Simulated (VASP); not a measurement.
# BN (Cm) in VASP: further runs

The runs below take BN through single point, with PBE.

Everything below comes from runs of VASP 6.6.1. Logs are shortened: lines on timing, memory, paths and dates and some standing lists are left out, and cuts for length are marked.

### Step 1. The cell of the first run

It takes space group Cm (No. 8, monoclinic). Conventional cell: a = 4.441 Å, b = 2.564 Å, c = 2.564 Å, α = 90.00°, β = 125.26°, γ = 90.00°. B (site symmetry m) has 3 N at 1.24 to 1.63 Å within 1.7 Å. N (site symmetry m) has 3 B at 1.24 to 1.63 Å within 1.7 Å.

### Step 2. Single point, PBE (all N atoms moved +0.438 Å, as atom 2 along Cartesian [1 1 0])

INCAR reads:

```
PREC = Accurate
ENCUT = 520
EDIFF = 1E-6
ISMEAR = 0
SIGMA = 0.05
LREAL = False
LASPH = True
NELM = 100
ALGO = Normal
ISIF = 2
LWAVE = False
LCHARG = False
GGA = PE
NBANDS = 11
```

KPOINTS reads:

```
Automatic mesh
0
Gamma
  12 12 12
```

POSCAR reads:

```
BN
1.0
    0.0000000000      1.8130010000      1.8130010000
    1.8130010000      0.0000000000      1.8130010000
    1.8130010000      1.8130010000      0.0000000000
B N
1 1
Direct
    0.0000000000      0.0000000000      0.0000000000
    0.7500000000      0.7500000000      0.9206337817
```

Potentials or basis: VASP PAW PBE potentials, release 64 (B, N).

On the command line:

```bash
cat potpaw_PBE.64/B/POTCAR potpaw_PBE.64/N/POTCAR > POTCAR
mpirun -np 1 vasp_std > vasp.out
```

OUTCAR:

```text
PREC = Accurate
   ENCUT = 520
   EDIFF = 1E-6
   ISMEAR = 0
   LREAL = False
   LASPH = True
   NELM = 100
   ISIF = 2
   GGA = PE

 ion  position               nearest neighbor table
   1  0.000  0.000  0.000-   2 1.24   2 1.63   2 1.63   2 1.94
   2  0.750  0.750  0.921-   1 1.24   1 1.63   1 1.63   1 1.94

  LATTYP: Found a face centered cubic cell.
 ALAT       =     3.6260020000

  Lattice vectors:

 A1 = (   0.0000000000,   1.8130010000,   1.8130010000)
 A2 = (   1.8130010000,   0.0000000000,   1.8130010000)
 A3 = (   1.8130010000,   1.8130010000,   0.0000000000)

Analysis of symmetry for initial positions (statically):
=====================================================================
 Subroutine PRICEL returns:
 Original cell was already a primitive cell.

 Routine SETGRP: Setting up the symmetry group for a
 face centered cubic supercell.

 Subroutine GETGRP returns: Found  2 space group operations
 (whereof  2 operations were pure point group operations)
 out of a pool of 48 trial point group operations.

The static configuration has the point symmetry C_1h.

Analysis of symmetry for dynamics (positions and initial velocities):
=====================================================================
 Subroutine PRICEL returns:
 Original cell was already a primitive cell.

 Routine SETGRP: Setting up the symmetry group for a
 face centered cubic supercell.

 Subroutine GETGRP returns: Found  2 space group operations
 (whereof  2 operations were pure point group operations)
 out of a pool of 48 trial point group operations.

The dynamic configuration has the point symmetry C_1h.

 Subroutine INISYM returns: Found  2 space group operations
 (whereof  2 operations are pure point group operations),
 and found     1 'primitive' translations

----------------------------------------------------------------------------------------

                                     Primitive cell

  volume of cell :      11.9186

  direct lattice vectors                    reciprocal lattice vectors
     0.000000000  1.813001000  1.813001000    -0.275785838  0.275785838  0.275785838
     1.813001000  0.000000000  1.813001000     0.275785838 -0.275785838  0.275785838
     1.813001000  1.813001000  0.000000000     0.275785838  0.275785838 -0.275785838

  length of vectors
     2.563970603  2.563970603  2.563970603     0.477675083  0.477675083  0.477675083

  position of ions in fractional coordinates (direct lattice)
     0.000000000  0.000000000  0.000000000
     0.750000000  0.750000000  0.920633782

  ion indices of the primitive-cell ions
   primitive index   ion index
                 1           1
                 2           2

----------------------------------------------------------------------------------------

 KPOINTS: Automatic mesh

Automatic generation of k-mesh.
 Grid dimensions read from file:
 generate k-points for:   12   12   12

 Generating k-lattice:

  Cartesian coordinates                     Fractional coordinates (reciprocal lattice)
    -0.022982153  0.022982153  0.022982153     0.083333333  0.000000000  0.000000000
     0.022982153 -0.022982153  0.022982153     0.000000000  0.083333333  0.000000000
     0.022982153  0.022982153 -0.022982153     0.000000000  0.000000000  0.083333333

  Length of vectors
     0.039806257  0.039806257  0.039806257

  Shift w.r.t. Gamma in fractional coordinates (k-lattice)
     0.000000000  0.000000000  0.000000000

 Subroutine IBZKPT returns following result:
 ===========================================

 Found    476 irreducible k-points:

 Following reciprocal coordinates:
            Coordinates               Weight
  0.000000  0.000000  0.000000      1.000000
  0.083333  0.000000  0.000000      4.000000
  0.000000  0.000000  0.083333      2.000000
  0.083333  0.083333  0.083333      2.000000
  0.166667  0.000000  0.000000      4.000000
  0.000000  0.000000  0.166667      2.000000
[... 16 lines left out ...]
  0.000000  0.166667  0.083333      4.000000
  0.083333  0.000000  0.166667      4.000000
 [... further k-points ...]
   k-points           NKPTS =    476   k-points in BZ     NKDIM =    476   number of bands    NBANDS=     11
   number of dos      NEDOS =    301   number of ions     NIONS =      2
   total plane-waves  NPLWV =   8000
   dimension x,y,z NGX =    20 NGY =   20 NGZ =   20
   dimension x,y,z NGXF=    40 NGYF=   40 NGZF=   40
   ions per type =               1   1
   NGX,Y,Z   is equivalent  to a cutoff of  12.97, 12.97, 12.97 a.u.
   NGXF,Y,Z  is equivalent  to a cutoff of  25.94, 25.94, 25.94 a.u.
 SYSTEM =  unknown system
   PREC   = accura    normal or accurate (medium, high low for compatibility)
   ISTART =      0    job   : 0-new  1-cont  2-samecut
   ICHARG =      2    charge: 1-file 2-atom 10-const
   ISPIN  =      1    spin polarized calculation?
   LNONCOLLINEAR =      F non collinear calculations
   LSORBIT =      F    spin-orbit coupling
   LASPH  =      T    aspherical Exc in radial PAW
   ENCUT  =  520.0 eV  38.22 Ry    6.18 a.u.   4.77  4.77  4.77*2*pi/ulx,y,z
   NELM   =    100;   NELMIN=  2; NELMDL= -5     # of ELM steps
   EDIFF  = 0.1E-05   stopping-criterion for ELM
   LREAL  =      F    real-space projection
   EDIFFG = 0.1E-04   stopping-criterion for IOM
   NSW    =      0    number of steps for IOM
   IBRION =     -1    ionic relax: 0-MD 1-quasi-New 2-CG
   NFREE  =      0    steps in history (QN), initial steepest desc. (CG)
   ISIF   =      2    stress and relaxation
   ISYM   =      2    0-nonsym 1-usesym 2-fastsym
   POTIM  = 0.5000    time-step for ionic-motion
   TEBEG  =    0.0;   TEEND  =   0.0 temperature during run
   PSTRESS=    0.0 pullay stress
   NELECT =       8.0000    total number of electrons
   NUPDOWN=      -1.0000    fix difference up-down
   EMIN   =  10.00;   EMAX   =-10.00  energy-range for DOS
   EFERMI =   0.00;   METHOD = LEGACY
   ISMEAR =     0;   SIGMA  =   0.05  broadening in eV -4-tet -1-fermi 0-gaus
   EFERMI_NEDOS =   21; number of points for ismear=-14 and -15
   IALGO  =     38    algorithm
   IMIX   =      4    mixing-type and parameters
     AMIX     =   0.40;   BMIX     =  1.00
     AMIX_MAG =   1.60;   BMIX_MAG =  1.00
  volume/ion in A,a.u.               =       5.96        40.22
  Fermi-wavevector in a.u.,A,eV,Ry     =   1.433387  2.708709 27.954506  2.054598
  Thomas-Fermi vector in A             =   2.552911
   LORBIT       =      0    0 simple, 1 ext, 2 COOP (PROOUT), +10 PAW based schemes
   GGA     = PE    functional components
   LHFCALC =     F    Hartree Fock is set to
   AEXX    =    0.0000 exact exchange contribution
   IVDW    =     0    specifies the selected vdW correction
   LEPSILON=     F    determine dielectric tensor
   LRPA    =     F    only Hartree local field effects (RPA)
 non-spin polarized calculation
 Gauss-broadening in eV      SIGMA  =   0.05
  energy-cutoff  :      520.00
  volume of cell :       11.92
 maximum number of plane-waves:       332
   NGX =  9   NGY =  9   NGZ =  9

 number of electron       7.9999999 magnetization

 Free energy of the ion-electron system (eV)
  ---------------------------------------------------
  ext. energy  EPLUGINS =         0.00000000
  ---------------------------------------------------
  free energy    TOTEN  =       -15.21680177 eV

  energy without entropy =      -15.21680177  energy(sigma->0) =      -15.21680177

 E-fermi :   8.6307     XC(G=0): -12.7523

 val. band max:        8.3279246537   @ k =  -0.2500  -0.0833  -0.0833
 cond. band min:       9.2919996470   @ k =   0.5000   0.5000   0.0000
 fundamental gap:      0.9640749933
 Fermi energy:         8.6306996529

 k-point     1 :       0.0000    0.0000    0.0000
  band No.  band energies     occupation
      1     -12.9827      2.00000
      2       3.1349      2.00000
      3       7.8737      2.00000
      4       8.2253      2.00000
      5      14.8452      0.00000
      6      16.2801      0.00000
      7      17.1827      0.00000
      8      21.6306      0.00000
      9      29.4338      0.00000
     10      32.8529      0.00000
     11      34.7080      0.00000

 k-point     2 :       0.0833    0.0000    0.0000
  band No.  band energies     occupation
      1     -12.8209      2.00000
      2       2.9122      2.00000
      3       7.1489      2.00000
      4       8.2103      2.00000
      5      14.7870      0.00000
      6      16.7266      0.00000
      7      17.1112      0.00000
      8      22.2028      0.00000
      9      29.3711      0.00000
     10      32.3284      0.00000
     11      33.2630      0.00000

 k-point     3 :       0.0000    0.0000    0.0833
  band No.  band energies     occupation
      1     -12.8150      2.00000
      2       3.0358      2.00000
      3       7.3344      2.00000
      4       7.7862      2.00000
      5      14.8399      0.00000
      6      16.5469      0.00000
      7      17.3877      0.00000
      8      21.8396      0.00000
      9      29.5486      0.00000
     10      32.5210      0.00000
     11      33.4104      0.00000

 k-point     4 :       0.0833    0.0833    0.0833
  band No.  band energies     occupation
      1     -12.8297      2.00000
      2       2.7207      2.00000
      3       7.4886      2.00000
      4       8.0945      2.00000
      5      15.5272      0.00000
      6      16.2880      0.00000
      7      17.1218      0.00000
      8      21.9044      0.00000
      9      29.1512      0.00000
     10      32.1862      0.00000
     11      32.2891      0.00000
[... 239 lines left out ...]
 k-point    22 :       0.1667    0.0833    0.0000
  band No.  band energies     occupation
      1     -12.4065      2.00000
      2       2.3310      2.00000
      3       6.0194      2.00000
      4       7.7543      2.00000
      5      15.4897      0.00000
      6      16.1974      0.00000
      7      17.5756      0.00000
      8      22.9909      0.00000
      9      28.4667      0.00000
     10      31.3749      0.00000
     11      34.0459      0.00000

 k-point    23 :       0.0000    0.1667    0.0833
  band No.  band energies     occupation
      1     -12.3972      2.00000
      2       2.2326      2.00000
      3       5.8973      2.00000
      4       8.0295      2.00000
      5      14.4561      0.00000
      6      16.8683      0.00000
      7      18.1514      0.00000
      8      23.3846      0.00000
      9      27.9855      0.00000
     10      31.3635      0.00000
     11      32.8769      0.00000

 k-point    24 :       0.0833    0.0000    0.1667
  band No.  band energies     occupation
      1     -12.3801      2.00000
      2       2.5446      2.00000
      3       5.9896      2.00000
      4       7.3391      2.00000
      5      14.5080      0.00000
      6      17.1638      0.00000
      7      18.1254      0.00000
      8      22.3921      0.00000
      9      28.0679      0.00000
     10      32.4343      0.00000
     11      33.0255      0.00000

 [... further k-points ...]

------------------------ aborting loop because EDIFF is reached ----------------------------------------

  FORCE on cell =-STRESS in cart. coord.  units (eV):
  Direction    XX          YY          ZZ          XY          YZ          ZX
  --------------------------------------------------------------------------------------
  -------------------------------------------------------------------------------------
  Total        3.4340916      3.4340916      6.0143064      3.7248386      1.4379285      1.4379312
  in kB      461.6345807    461.6345807    808.4850735    500.7188169    193.2963968    193.2967497
  external PRESSURE =     577.2514116 kB  Pullay stress =       0.0000000 kB

 VOLUME and BASIS-vectors are now :
 -----------------------------------------------------------------------------
  energy-cutoff  :      520.00
  volume of cell :       11.92
      direct lattice vectors                 reciprocal lattice vectors
     0.000000000  1.813001000  1.813001000    -0.275785838  0.275785838  0.275785838
     1.813001000  0.000000000  1.813001000     0.275785838 -0.275785838  0.275785838
     1.813001000  1.813001000  0.000000000     0.275785838  0.275785838 -0.275785838

 POSITION                                       TOTAL-FORCE (eV/Angst)
 -----------------------------------------------------------------------------------
      0.00000      0.00000      0.00000         7.256368      7.256368      9.079855
      3.02886      3.02886      2.71950        -7.256368     -7.256368     -9.079855
 -----------------------------------------------------------------------------------
    total drift:                               -0.000289     -0.000289     -0.000284

  FREE ENERGIE OF THE ION-ELECTRON SYSTEM (eV)
  ---------------------------------------------------
  free  energy   TOTEN  =       -15.2168017726 eV

  energy  without entropy=      -15.2168017726  energy(sigma->0) =      -15.21680177
```

It took 45 s on 1 thread of AMD EPYC 9R45 (Zen 5), shared host; peak memory 0.13 GiB.

What came out:

* Free energy: -15.2168 eV
* Pressure: 57.7 GPa
* Largest force: 13.702 eV/Å
* Band gap on the k mesh: 0.96 eV, indirect (least direct gap 4.93 eV)

Forces in eV/Å, atoms in the order of the input:
```
B    7.256  7.256  9.080
N   -7.256 -7.256 -9.080
```

Caveat: the cell differs from its parent crystal (all N atoms moved +0.438 Å, as atom 2 along Cartesian [1 1 0]); forces of over 1 eV/Å act on the atoms, so gaps and moduli don't describe the material at rest. A k mesh can miss the band edges.

### Step 3. Single point, PBE (all N atoms moved +0.312 Å, as atom 2 along Cartesian [1 1 0])

INCAR reads:

```
PREC     = Accurate       # precision mode
ENCUT    = 520            # plane-wave cutoff, eV
EDIFF    = 1E-6           # SCF threshold, eV
ISMEAR   = 0              # smearing method
SIGMA    = 0.05           # smearing width, eV
LREAL    = False          # projectors in reciprocal space
LASPH    = True           # aspherical terms in the spheres
NELM     = 80             # most SCF steps
ALGO     = Normal         # electronic algorithm
ISIF     = 2              # what is computed and relaxed
LWAVE    = False          # write WAVECAR
LCHARG   = True           # write CHGCAR
GGA      = PE             # functional
LELF     = True           # ELF
LVHAR    = True         
NBANDS   = 11             # bands
```

KPOINTS is that of step 2.

Changes to POSCAR since step 2:

```diff
@@ -9,2 +9,2 @@
     0.0000000000      0.0000000000      0.0000000000
-    0.7500000000      0.7500000000      0.9206337817
+    0.7500000000      0.7500000000      0.8718812726
```

Potentials or basis: VASP PAW PBE potentials, release 64 (B, N).

On the command line:

```bash
cat potpaw_PBE.64/B/POTCAR potpaw_PBE.64/N/POTCAR > POTCAR
mpirun -np 1 vasp_std > vasp.out
```

It took 45 s on 1 thread of AMD EPYC 9R45 (Zen 5), shared host; peak memory 0.13 GiB.

It converged, with:

```yaml
Free_energy: -16.3084 eV
Pressure: 28.6 GPa
Largest_force: 8.587 eV/Å
Band_gap_on_the_k_mesh: 1.82 eV, indirect (least direct gap 6.27 eV)
```

Forces on the atoms (eV/Å):
```
B    5.132  5.132  4.589
N   -5.132 -5.132 -4.589
```

Stress tensor (GPa, compression positive):
```
24.74 28.19  8.33
28.19 24.74  8.33
 8.33  8.33 36.25
```

Levels at points of the mesh, in eV from the valence-band top:
| k point | band 1 | band 2 | band 3 | band 4 | band 5 | band 6 | band 7 | band 8 |
| --- | --- | --- | --- | --- | --- | --- | --- | --- |
| (0.00, 0.00, 0.00) | -21.49 | -4.37 | -0.91 | 0.00 | 6.72 | 7.35 | 8.23 | 11.32 |
| (0.50, 0.00, 0.00) | -17.47 | -11.91 | -5.14 | -1.00 | 5.35 | 8.05 | 13.47 | 14.62 |
| (0.00, 0.00, 0.50) | -17.39 | -11.37 | -5.29 | -2.09 | 6.18 | 8.08 | 11.97 | 12.30 |
| (0.50, 0.50, 0.50) | -17.64 | -12.43 | -3.83 | -1.89 | 7.06 | 9.82 | 12.77 | 14.12 |
| (0.50, 0.50, 0.00) | -16.36 | -10.46 | -6.15 | -5.02 | 1.82 | 6.49 | 16.53 | 18.21 |
| (0.00, 0.50, 0.50) | -16.16 | -10.36 | -6.85 | -5.29 | 2.67 | 6.84 | 16.42 | 17.55 |

Caveat: the cell differs from its parent crystal (all N atoms moved +0.312 Å, as atom 2 along Cartesian [1 1 0]); forces of over 1 eV/Å act on the atoms, so gaps and moduli don't describe the material at rest. A k mesh can miss the band edges.

(Continued in part 2 of 2.)
